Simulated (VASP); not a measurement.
A run of VASP 6.6.1:

File INCAR:

```
ALGO = Normal
EDIFF = 1E-6
EDIFFG = -0.04
ENCUT = 600
GGA = PE
IBRION = 2
ISIF = 3
ISMEAR = 0
LASPH = T
LCHARG = F
LREAL = F
LWAVE = F
NELM = 80
NSW = 90
PREC = Accurate
SIGMA = 0.1
```

File KPOINTS:

```
k-points
0
Gamma
  4 4 4
```

Contents of POSCAR:

```
LaScF
1.0
    3.8019207200      0.0000000000      0.0000000000
    0.0000000000      3.8019207200      0.0000000000
    0.0000000000      0.0000000000      5.0800795800
La Sc F
1 1 1
Direct
    0.0000000000      0.0000000000      0.0000000000
    0.0000000000      0.0000000000      0.5000000000
    0.5000000000      0.5000000000      0.5000000000
```

Potentials or basis: VASP PAW PBE potentials, release 64 (La, Sc_sv, F).

Command:

```sh
$ cat potpaw_PBE.64/La/POTCAR potpaw_PBE.64/Sc_sv/POTCAR potpaw_PBE.64/F/POTCAR > POTCAR
$ mpirun -np 1 vasp_std > vasp.out
```

Hardware: 1 thread of Oxide Virtual Turin-like Processor, with other jobs on the host.

Problem. How long does it take, and how much memory?

Solution. It took 3.5 min on 1 thread of Oxide Virtual Turin-like Processor (shared host), peak memory 0.2 GiB. Counts: scf iterations 113, k points 18, ion steps 9.
